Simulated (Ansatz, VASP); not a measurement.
# Two plane-wave programs on SiSn2

```
Si Sn
1.0
     2.70967    1.56443    2.86413
    -2.70967    1.56443    2.86413
     0.00000   -3.12885    2.86413
Si Sn
1 2
Direct
  0.00000 0.00000 0.00000
  0.31556 0.31556 0.31556
  0.68444 0.68444 0.68444
```

Alike in both runs: task relaxation of cell and atoms; functional PBE; k mesh 12 × 12 × 12; occupations gaussian, width 0.1 eV; no spin polarisation.

|  | VASP | Ansatz |
| --- | --- | --- |
| version | VASP 6.6.1 | Ansatz 0.2.0 |
| potentials or method | VASP PAW PBE potentials, release 64 (Si, Sn_d), cutoff 600 eV | scalar-relativistic, plane waves, PAW |
| valence electrons in the cell | 32 | 32 |

Ansatz gave:

* gap on the k mesh at the Fermi level, each at its own relaxed structure (eV): none
* relaxed volume (Å³/atom): 24.11
* relaxed cell length with the largest relative difference (Å): 4.241

Problem. Estimate VASP's values.

Solution. gap on the k mesh at the Fermi level, each at its own relaxed structure (eV): none; relaxed volume (Å³/atom): 24.10; relaxed cell length with the largest relative difference (Å): 4.241.

A gap of «none» marks a metal or a gap that the smearing closes.
